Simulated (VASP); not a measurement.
Wanted: the native input for a VASP 6.6.1 run.

| Quantity | Value |
| --- | --- |
| Task | single point |
| Functional | LDA |
| Potentials or basis | VASP PAW LDA potentials, release 64 (Ni, O) |
| Cutoff | 520 eV |
| k mesh | 8 × 8 × 8 |
| Occupations | gaussian, width 0.05 eV |
| Spin | collinear spin, antiferromagnetic start |
| Starting moments | [1.74, -1.74, 0.0, 0.0] μB |
| Hubbard terms | Ni d U = 5.0 eV, J = 0.9 eV |
| Dipole correction | no |
| LDAUTYPE | 1 |
| Hund's J | 0.9 |
| Further INCAR settings | ALGO = Normal; EDIFF = 1e-06; NBANDS = 28 |

The structure of NiO lies in POSCAR:

```
NiO
1.0
    0.0000000000      2.0913095100      2.0913095100
    2.0913095100      0.0000000000      2.0913095100
    4.1826190200      4.1826190200      0.0000000000
Ni O
2 2
Direct
    0.0000000000      0.0000000000      0.0000000000
    0.0000000000      0.0000000000      0.5000000000
    0.5000000000      0.5000000000      0.2500000000
    0.5000000000      0.5000000000      0.7500000000
```

One way to write it, as run:

INCAR

```
SYSTEM = NiO
  PREC = Accurate
  ENCUT = 520
  EDIFF = 1E-6
  ISMEAR = 0
  SIGMA = 0.05
  LREAL = .False.
  LASPH = .True.
  NELM = 150
  ALGO = Normal
  ISIF = 2
  LWAVE = .False.
  LCHARG = .False.
  ISPIN = 2
  MAGMOM = 1.74 -1.74 0 0
  LORBIT = 11
  LMAXMIX = 4
  LDAU = .True.
  LDAUTYPE = 1
  LDAUL = 2 -1
  LDAUU = 5 0
  LDAUJ = 0.9 0
  LDAUPRINT = 1
  NBANDS = 28
```

KPOINTS

```
regular mesh
0
Gamma
  8 8 8
  0 0 0
```

Potentials or basis: VASP PAW LDA potentials, release 64 (Ni, O).

Launch:

```sh
$ cat potpaw_LDA.64/Ni/POTCAR potpaw_LDA.64/O/POTCAR > POTCAR
$ mpirun -np 1 vasp_std > vasp.out
```

It gave:

The pressure is -17.4 GPa and the band gap on the k mesh is 2.60 eV. The net moment is 0.00 μB per cell, the site moments are Ni +1.62, -1.62; O +0.00 μB and the valence electrons inside the program's atomic spheres are Ni 9.03; O 4.96.

Wall time 2.6 min on 1 thread of Intel(R) Xeon(R) Platinum 8259CL CPU @ 2.50GHz (Skylake/Cascade Lake), with other jobs on the host, peak memory 0.22 GiB.
